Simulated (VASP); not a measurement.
Input of a VASP 6.6.1 run:

File INCAR:

```
PREC = Accurate
ENCUT = 520
EDIFF = 1E-6
ISMEAR = -1
SIGMA = 0.1
LREAL = False
LASPH = True
NELM = 60
ALGO = Normal
ISIF = 2
LWAVE = False
LCHARG = True
GGA = CA
LELF = True
LVHAR = True
NBANDS = 10
```

KPOINTS

```
Automatic mesh
0
Gamma
  16 16 16
```

The input POSCAR:

```
Os
1.0
    0.0000000000      1.9269453787      1.9269453787
    1.9269453787      0.0000000000      1.9269453787
    1.9269453787      1.9269453787      0.0000000000
Os
1
Direct
    0.0000000000      0.0000000000      0.0000000000
```

Potentials or basis: VASP PAW LDA potentials, release 64 (Os).

Run with:

```sh
$ cat potpaw_LDA.64/Os/POTCAR > POTCAR
$ mpirun -np 1 vasp_std > vasp.out
```

(1) Estimate the pressure.

(2) Predict the band gap on the k mesh.

## Answers

(1) -15.3 GPa.

(2) zero (band 4 reaches 11.34 eV, above the bottom of band 5 at 7.31 eV).

Caveat: spin-orbit coupling is left out, which moves the levels of the heavy elements.
